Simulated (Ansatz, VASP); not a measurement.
Cu in VASP and in Ansatz

INCAR

```
SYSTEM = Cu
  ALGO = Normal
  EDIFF = 1E-6
  ENCUT = 600
  GGA = CA
  GGA_COMPAT = .False.
  ISIF = 2
  ISMEAR = 0
  LASPH = .True.
  LCHARG = .False.
  LREAL = .False.
  LWAVE = .False.
  NBANDS = 12
  NELM = 120
  PREC = Accurate
  SIGMA = 0.1
```

KPOINTS

```
k-points
0
Gamma
  8 8 8
  0 0 0
```

The input POSCAR:

```
Cu
1.0
    0.0000000000      1.7850000000      1.7850000000
    1.7850000000      0.0000000000      1.7850000000
    1.7850000000      1.7850000000      0.0000000000
Cu
1
Direct
    0.0000000000      0.0000000000      0.0000000000
```

Input for Ansatz:

```yaml
crystal:
  lattice:
    - [0.0, 1.785, 1.785]
    - [1.785, 0.0, 1.785]
    - [1.785, 1.785, 0.0]
  atoms:
    - { symbol: Cu, position: [0.0, 0.0, 0.0] }
basis:
  ecutwfc: 420
kpoints:
  mp_grid: { grid: [8, 8, 8] }
hamiltonian:
  xc: lda
  pseudopotentials: { kind: paw, azcp: { folder: soft_1 } }
scf:
  occupations: { method: gaussian, width: 0.1 }
output:
  forces: true
  stress: true
  eigenvalues: true
```

Alike in both runs: task single point; functional LDA; k mesh 8 × 8 × 8; occupations gaussian, width 0.1 eV; no spin polarisation.

|  | VASP | Ansatz |
| --- | --- | --- |
| version | VASP 6.6.1 | Ansatz 0.2.0 |
| potentials or method | VASP PAW LDA potentials, release 64 (Cu), cutoff 600 eV | scalar-relativistic, plane waves, PAW |
| valence electrons in the cell | 11 | 19 |

Ansatz gave:

```
gap on the k mesh at the Fermi level (eV) : none
pressure (GPa)                            : -6.5
```

Task: Estimate VASP's values.

Result: gap on the k mesh at the Fermi level (eV): none; pressure (GPa): -5.6.

Ansatz warns that its potentials were made for another functional, while VASP's fit it. LDA's correlation is that of Perdew and Zunger in VASP and of Perdew and Wang (1992) in Ansatz. A gap of «none» marks a metal or a gap that the smearing closes. VASP's potentials hold 11 valence electrons a cell and Ansatz's 19, so a difference there can come from the potentials and not from the codes.

The k mesh is coarse, so the values compare programs but aren't converged.
